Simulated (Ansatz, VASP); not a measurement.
**Sb in VASP and in Ansatz**

The input INCAR:

```
SYSTEM = Sb
ALGO = Normal ; EDIFF = 1E-6
ENCUT = 500 ; GGA = PS
GGA_COMPAT = .False. ; ISIF = 2
ISMEAR = -1 ; LASPH = .True.
LCHARG = .False. ; LREAL = .False.
LWAVE = .False. ; NBANDS = 22
NELM = 120 ; PREC = Accurate
SIGMA = 0.05
```

KPOINTS

```
k-points
0
Gamma
  4 4 4
  0 0 0
```

File POSCAR:

```
Sb
1.0
    2.1542000000      1.2437279499      3.7580000000
   -2.1542000000      1.2437279499      3.7580000000
    0.0000000000     -2.4874558998      3.7580000000
Sb
2
Direct
    0.7665100000      0.7665100000      0.7665100000
    0.2334900000      0.2334900000      0.2334900000
```

input.yaml

```yaml
crystal:
  lattice:
    - [2.1542, 1.2437279499, 3.758]
    - [-2.1542, 1.2437279499, 3.758]
    - [0.0, -2.4874558998, 3.758]
  atoms:
    - { symbol: Sb, position: [0.76651, 0.76651, 0.76651] }
    - { symbol: Sb, position: [0.23349, 0.23349, 0.23349] }
hamiltonian:
  xc: pbesol
  pseudopotentials: { kind: paw }
kpoints:
  mp_grid: { grid: [4, 4, 4] }
  band_path:
    path:
      - [[0.0, 0.0, 0.0], [0.5, 0.0, 0.0], [0.5, 0.2396873643, -0.2396873643]]
      - [[0.7603126357, 0.5, 0.2396873643], [0.5, 0.5, 0.5], [0.0, 0.0, 0.0], [0.3698436821, 0.0, -0.3698436821]]
      - [[0.6301563179, 0.3698436821, 0.0], [0.5, 0.5, 0.0], [0.6301563179, 0.6301563179, 0.2396873643], [0.5, 0.5, 0.5]]
      - [[0.5, 0.0, 0.0], [0.7603126357, 0.3698436821, 0.3698436821]]
    npoints: 14
scf:
  occupations: { method: fermi_dirac, width: 0.05 }
  n_extra_bands: 6
output:
  forces: true
  stress: true
  eigenvalues: true
  fatbands: false
```

Alike in both runs: functional PBEsol; k mesh 4 × 4 × 4; occupations fermi-dirac, width 0.05 eV; no spin polarisation.

|  | VASP | Ansatz |
| --- | --- | --- |
| version | VASP 6.6.1 | Ansatz 0.2.0 |
| potentials or method | VASP PAW PBE potentials, release 64 (Sb_d_GW) | Ansatz PAW |
| plane-wave cutoff (eV) | 500 | 420 |
| valence electrons in the cell | 30 | 30 |
| task | single point | band structure |

VASP gave:

```
pressure (GPa)                                                : 0.1
traceless stress, the component that is largest in VASP (GPa) : -0.91
rms of the force components (eV/Å)                            : 0.076
```

Q: Estimate Ansatz's values.

A: Pressure (GPa): 0.1; traceless stress, the component that is largest in VASP (GPa): -0.90; rms of the force components (eV/Å): 0.079.

VASP's potentials were made for PBE, not for PBEsol. Atom by atom the forces differ by 0.004 eV/Å (rms over components).

The k mesh is coarse, so the values compare programs but aren't converged. Spin-orbit coupling is off throughout.
